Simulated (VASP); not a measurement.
# TiTe2: relaxation of shape and atoms at fixed volume with PBEsol

The system is TiTe2.

```
Ti Te
1.0
     3.75619    0.00000    0.00000
    -1.87810    3.25296    0.00000
     0.00000    0.00000    6.61442
Ti Te
1 2
Direct
  0.00000 0.00000 0.00000
  0.66667 0.33333 0.26262
  0.33333 0.66667 0.73738
```

This cell differs from its parent crystal: volume scaled by 1.06.

```
Program                : VASP 6.6.1
Task                   : relaxation of shape and atoms at fixed volume
Functional             : PBEsol
Potentials or basis    : VASP PAW PBE potentials, release 64 (Ti_sv, Te)
Cutoff                 : 600 eV
k mesh                 : 12 × 12 × 8
Occupations            : gaussian, width 0.1 eV
Spin                   : no spin polarisation
Dipole correction      : no
Further INCAR settings : ALGO = Normal; EDIFF = 1e-06; IBRION = 2; EDIFFG = -0.01; NSW = 50; ISIF = 4
```

| Property | Result |
| --- | --- |
| Energy gained by relaxing | 2.7 meV/atom |
| Ionic steps | 6 |
| Pressure after relaxing | -1.5 GPa |
| Largest force after relaxing | 0.004 eV/Å |
| Band gap on the k mesh | zero (band 12 reaches 7.01 eV, above the bottom of band 13 at 6.26 eV) |

Forces in eV/Å, atoms in the order of the input:
```
Ti   0.000  0.000  0.000
Te   0.000  0.000 -0.004
Te   0.000  0.000  0.004
```

Step by step:
| step | energy change (eV) | largest force (eV/Å) | pressure (GPa) | volume (Å³) |
| --- | --- | --- | --- | --- |
| 1 | 0.0000 | 0.2328 | -2.67 | 80.82 |
| 2 | -0.0041 | 0.1316 | -2.30 | 80.82 |
| 3 | -0.0058 | 0.0131 | -1.85 | 80.82 |
| 4 | -0.0070 | 0.0098 | -1.74 | 80.82 |
| 5 | -0.0080 | 0.0059 | -1.59 | 80.82 |
| 6 | -0.0081 | 0.0045 | -1.51 | 80.82 |

Final structure:
```
Ti Te
1.0
     3.73365    0.00000    0.00000
    -1.86682    3.23343    0.00000
     0.00000    0.00000    6.69455
Ti Te
1 2
Direct
  0.00000 0.00000 0.00000
  0.66667 0.33333 0.25729
  0.33333 0.66667 0.74271
```

Levels at points of the mesh, in eV from the Fermi level:
| k point | band 10 | band 11 | band 12 | band 13 | band 14 | band 15 |
| --- | --- | --- | --- | --- | --- | --- |
| (0.00, 0.00, 0.00) | 0.24 | 0.26 | 0.42 | 0.42 | 1.21 | 1.21 |
| (0.50, 0.00, 0.00) | -2.42 | -1.74 | -0.96 | -0.02 | 1.21 | 1.54 |
| (0.00, 0.00, 0.50) | -1.53 | 0.41 | 0.41 | 0.95 | 0.97 | 0.97 |
| (0.50, 0.00, 0.50) | -1.94 | -1.13 | -0.56 | -0.33 | 1.21 | 1.53 |

Run time: 6.4 min on 1 thread of Intel(R) Xeon(R) 6975P-C (Granite Rapids), on a shared host, peak memory 0.37 GiB.

Caveat: the cell differs from its parent crystal (volume scaled by 1.06); the PAW data sets were made with another functional, which shifts forces and pressure a little; spin-orbit coupling is left out, which moves the levels of the heavy elements; this functional lacks dispersion, which binds the layers, so the pressure and a relaxed spacing across them are unreliable.
